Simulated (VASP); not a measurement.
## NdHf: relaxation of cell and atoms with PBE

Crystal: NdHf.

```xyz
2
Lattice="3.3163 0.0000 0.0000 -1.6581 2.8720 0.0000 0.0000 0.0000 6.1428" Properties=species:S:1:pos:R:3 pbc="T T T"
Nd    0.0000    0.0000    0.0000
Hf    0.0000    0.0000    3.0714
```

The cell was generated, and may not be a known phase.

```
Program                : VASP 6.6.1
Task                   : relaxation of cell and atoms
Functional             : PBE
Potentials or basis    : VASP PAW PBE potentials, release 64 (Nd_3, Hf_pv), 4f in core
Cutoff                 : 500 eV
k mesh                 : 7 × 7 × 3
Occupations            : gaussian, width 0.2 eV
Spin                   : no spin polarisation
Dipole correction      : no
Further INCAR settings : ALGO = Normal; EDIFF = 1e-07; IBRION = 2; EDIFFG = -0.08; NSW = 36; ISIF = 3
```

- Relaxed volume: 27.72 Å³/atom
- Relaxed cell: a = 3.183 Å, b = 3.183 Å, c = 6.320 Å, α = 90.00°, β = 90.00°, γ = 120.00°
- Space group after relaxing (to 0.1 Å): P6/mmm (No. 191)
- Energy gained by relaxing: 59.2 meV/atom
- Ionic steps: 5
- Pressure after relaxing: -0.1 GPa
- Band gap on the k mesh: zero (an odd number of electrons rules out a gap without spin polarisation)

Stress tensor (GPa, compression positive):
```
-0.17  0.00  0.00
 0.00 -0.17  0.00
 0.00  0.00 -0.07
```

Step by step:
| step | energy change (eV) | largest force (eV/Å) | pressure (GPa) | volume (Å³) |
| --- | --- | --- | --- | --- |
| 1 | 0.0000 | 0.0000 | -3.04 | 58.51 |
| 2 | -0.1058 | 0.0000 | 1.96 | 53.81 |
| 3 | -0.1174 | 0.0000 | 0.50 | 54.82 |
| 4 | -0.1173 | 0.0000 | 0.40 | 54.89 |
| 5 | -0.1184 | 0.0000 | -0.14 | 55.45 |

Final structure:
```cif
data_structure
_symmetry_space_group_name_H-M 'P 1'
_symmetry_Int_Tables_number 1
_cell_length_a 3.1830
_cell_length_b 3.1830
_cell_length_c 6.3195
_cell_angle_alpha 90.000
_cell_angle_beta 90.000
_cell_angle_gamma 120.000
_cell_volume 55.45
loop_
_atom_site_label
_atom_site_type_symbol
_atom_site_fract_x
_atom_site_fract_y
_atom_site_fract_z
_atom_site_occupancy
Nd1 Nd 0.00000 0.00000 0.00000 1
Hf1 Hf 0.00000 0.00000 0.50000 1
```

Levels at points of the mesh, in eV from the Fermi level:
```csv
k point,band 7,band 8,band 9,band 10,band 11,band 12,band 13,band 14
"(0.00, 0.00, 0.00)",-17.40,-5.54,-1.64,-1.23,0.64,1.67,1.67,2.55
```

It took 24 s on 1 thread of Intel(R) Xeon(R) 6975P-C (Granite Rapids) (shared host), peak memory 0.18 GiB.

Caveat: spin-orbit coupling is left out, which moves the levels of the heavy elements; the 4f electrons are frozen in the core, so they carry no moment and show no levels. Spin polarisation is off, so any magnetic state and its effect on volume and gap are missing.
